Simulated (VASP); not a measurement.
Set up this calculation in VASP 6.6.1, as the native input.

- Task: single point
- Functional: PBE
- Dispersion: D3(BJ)
- Potentials or basis: VASP PAW PBE potentials, release 64 (W_sv, S)
- Cutoff: 520 eV
- k mesh: 7 × 7 × 1
- Occupations: fermi-dirac, width 0.05 eV
- Spin: no spin polarisation
- Dipole correction: no
- Further INCAR settings: ALGO = Normal; EDIFF = 1e-07; NBANDS = 64

The structure of WS2 lies in POSCAR:

```
WS2
1.0
    3.1553833194      0.0000000000      0.0000000000
   -1.5776916597      2.7326421133      0.0000000000
    0.0000000000      0.0000000000     33.6822865485
W S
4 8
Direct
    0.3333333333      0.6666666667      0.5900960178
    0.3333333333      0.6666666667      0.2295483799
    0.6666666667      0.3333333333      0.7704516201
    0.6666666667      0.3333333333      0.4099039822
    0.3333333333      0.6666666667      0.8172661734
    0.3333333333      0.6666666667      0.4566402494
    0.6666666667      0.3333333333      0.6368314394
    0.6666666667      0.3333333333      0.2763044477
    0.3333333333      0.6666666667      0.7236955523
    0.3333333333      0.6666666667      0.3631685606
    0.6666666667      0.3333333333      0.5433597506
    0.6666666667      0.3333333333      0.1827338266
```

One way to write it, as run:

INCAR

```
SYSTEM = WS2
ALGO = Normal
EDIFF = 1E-7
ENCUT = 520
GGA = PE
ISIF = 2
ISMEAR = -1
IVDW = 12
LASPH = .TRUE.
LCHARG = .FALSE.
LREAL = .FALSE.
LWAVE = .FALSE.
NBANDS = 64
NELM = 60
PREC = Accurate
SIGMA = 0.05
```

KPOINTS

```
k-points
0
G
  7 7 1
  0 0 0
```

Potentials or basis: VASP PAW PBE potentials, release 64 (W_sv, S).

The run is started by

```bash
$ cat potpaw_PBE.64/W_sv/POTCAR potpaw_PBE.64/S/POTCAR > POTCAR
$ mpirun -np 1 vasp_std > vasp.out
```

It gave:

```
Largest force              : 0.005 eV/Å
Band gap on the k mesh     : 1.15 eV, indirect (least direct gap 2.32 eV)
Dispersion energy per atom : -0.403 eV
```

Caveat: spin-orbit coupling is left out, which moves the levels of the heavy elements.

It took 4.4 min on 1 thread of Intel(R) Xeon(R) Platinum 8488C (Sapphire Rapids) (shared host), peak memory 0.42 GiB.
